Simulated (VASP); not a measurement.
## Pd: single point with PBE

The system is Pd, a slab with vacuum.

```
Pd
1.0
     2.78887    0.00000    0.00000
     0.00000    2.78887    0.00000
     0.00000    0.00000   21.91610
Pd
4
Direct
  0.25000 0.25000 0.36707
  0.75000 0.75000 0.45544
  0.25000 0.25000 0.54456
  0.75000 0.75000 0.63293
```

* Program: VASP 6.6.1
* Task: single point
* Functional: PBE
* Potentials or basis: VASP PAW PBE potentials, release 64 (Pd)
* Cutoff: 520 eV
* k mesh: 12 × 12 × 1
* Occupations: fermi-dirac, width 0.05 eV
* Spin: no spin polarisation
* Dipole correction: yes
* Further INCAR settings: ALGO = Normal; EDIFF = 1e-06; NBANDS = 28

The largest force is 0.011 eV/Å. The band gap on the k mesh is zero (bands 20 and 21 overlap by 0.79 eV).

Forces on the atoms (eV/Å):
```
Pd   0.000  0.000  0.011
Pd   0.000  0.000  0.000
Pd   0.000  0.000  0.000
Pd   0.000  0.000 -0.011
```

Levels at points of the mesh, in eV from the Fermi level:
```tsv
k point	band 18	band 19	band 20	band 21	band 22	band 23
(0.00, 0.00, 0.00)	-0.54	-0.54	-0.17	-0.01	0.11	0.11
(0.50, 0.00, 0.00)	-0.50	-0.09	-0.09	1.83	1.83	2.26
(0.50, 0.50, 0.00)	0.24	0.56	0.56	4.37	4.37	6.70
```

Wall time 4.8 min on 1 thread of Intel Xeon 8259CL, on a shared host, peak memory 0.35 GiB.
